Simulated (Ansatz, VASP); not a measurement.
# One calculation of ScSi4O, two programs

```
Sc Si O
1.0
     2.50089   -5.34609    0.00000
     2.50089    5.34609    0.00000
     0.00000    0.00000    3.42280
Sc Si O
1 4 1
Cartesian
  0.0000 0.0000 0.0000
  2.5009 -1.3027 0.0000
  2.5009 1.3027 0.0000
  1.2504 -2.6730 1.7114
  1.2504 2.6730 1.7114
  2.5009 0.0000 1.7114
```

Change from the starting cell: species swapped into the TbAlCo4 type (Cmmm, No. 65).

Alike in both runs: task relaxation of cell and atoms; functional PBE; k mesh 8 × 8 × 12; occupations gaussian, width 0.1 eV; no spin polarisation.

|  | VASP | Ansatz |
| --- | --- | --- |
| version | VASP 6.6.1 | Ansatz 0.2.0 |
| potentials or method | VASP PAW PBE potentials, release 64 (Sc_sv, Si, O), cutoff 600 eV | scalar-relativistic, plane waves, PAW |
| valence electrons in the cell | 33 | 33 |

Ansatz gave:

- gap on the k mesh at the Fermi level, each at its own relaxed structure (eV): none
- relaxed volume (Å³/atom): 15.29
- relaxed length of the cell vector where the two differ most in proportion (Å): 3.403

Estimate VASP's values.

gap on the k mesh at the Fermi level, each at its own relaxed structure (eV): none; relaxed volume (Å³/atom): 15.28; relaxed length of the cell vector where the two differ most in proportion (Å): 3.401.

A gap of «none» marks a metal or a gap that the smearing closes.
